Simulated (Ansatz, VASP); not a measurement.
# One calculation of Ga3Sb, two programs

```
Ga Sb
1.0
    -2.03052    2.03052    4.75608
     2.03052   -2.03052    4.75608
     2.03052    2.03052   -4.75608
Ga Sb
3 1
Direct
  0.75000 0.25000 0.50000
  0.25000 0.75000 0.50000
  0.50000 0.50000 0.00000
  0.00000 0.00000 0.00000
```

Alike in both runs: task single point; functional PBEsol; dispersion D3(BJ); k mesh 14 × 14 × 14; occupations gaussian, width 0.15 eV; no spin polarisation.

```csv
,VASP,Ansatz
version,VASP 6.6.1,Ansatz 0.2.0
potentials or method,"VASP PAW PBE potentials, release 64 (Ga_d, Sb), cutoff 520 eV","scalar-relativistic, plane waves, PAW"
valence electrons in the cell,44,54
```

|  | VASP | Ansatz | Ansatz less VASP |
| --- | --- | --- | --- |
| gap on the k mesh at the Fermi level (eV) | none | none | - |
| pressure (GPa) | 0.1 | 0.1 | -0.04 |
| traceless stress, the component that is largest in VASP (GPa) | -0.20 | -0.18 | +0.020 |

VASP's potentials were made for PBE, not for PBEsol, and Ansatz warns of the same on its side. A gap of «none» marks a metal or a gap that the smearing closes. VASP's potentials hold 44 valence electrons a cell and Ansatz's 54, so a difference there can come from the potentials and not from the codes.

Spin-orbit coupling is off throughout.
